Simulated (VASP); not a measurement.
Input of a VASP 6.6.1 run:

INCAR

```
SYSTEM = Ge3N
PREC = Accurate
ENCUT = 600
EDIFF = 1E-7
ISMEAR = 0
SIGMA = 0.1
LREAL = .False.
LASPH = .True.
NELM = 80
ALGO = Normal
ISIF = 3
LWAVE = .False.
LCHARG = .False.
GGA = PE
IBRION = 2
NSW = 90
EDIFFG = -0.04
```

Contents of KPOINTS:

```
Automatic mesh
0
Gamma
  4 4 4
  0 0 0
```

Contents of POSCAR:

```
Ge3N
1.0
    0.0000000000      3.4143587100      3.4143587100
    3.4143587100      0.0000000000      3.4143587100
    3.4143587100      3.4143587100      0.0000000000
Ge N
3 1
Direct
    0.0000000000      0.0000000000      0.0000000000
    0.2500000000      0.2500000000      0.2500000000
    0.7500000000      0.7500000000      0.7500000000
    0.5000000000      0.5000000000      0.5000000000
```

Potentials or basis: VASP PAW PBE potentials, release 64 (Ge_d, N).

The run is started by

```bash
$ cat potpaw_PBE.64/Ge_d/POTCAR potpaw_PBE.64/N/POTCAR > POTCAR
$ mpirun -np 1 vasp_std > vasp.out
```

Predict the relaxed volume.

15.35 Å³/atom.

Predict the space group after relaxing (to 0.1 Å).

Fm-3m (No. 225).

What does it give for the relaxed cell?

a = 4.428 Å, b = 4.428 Å, c = 4.428 Å, α = 60.00°, β = 60.00°, γ = 60.00°.

Final structure:
```
CELL_PARAMETERS angstrom
0.00000 3.13097 3.13097
3.13097 0.00000 3.13097
3.13097 3.13097 0.00000
ATOMIC_POSITIONS crystal
Ge 0.00000 0.00000 0.00000
Ge 0.25000 0.25000 0.25000
Ge 0.75000 0.75000 0.75000
N 0.50000 0.50000 0.50000
```

Caveat: the k points lie up to 0.43 Å⁻¹ apart in the final cell; the volume moved by over 15 % at a fixed basis, so the end points are rough; the highest band is partly filled, so the run has too few bands.
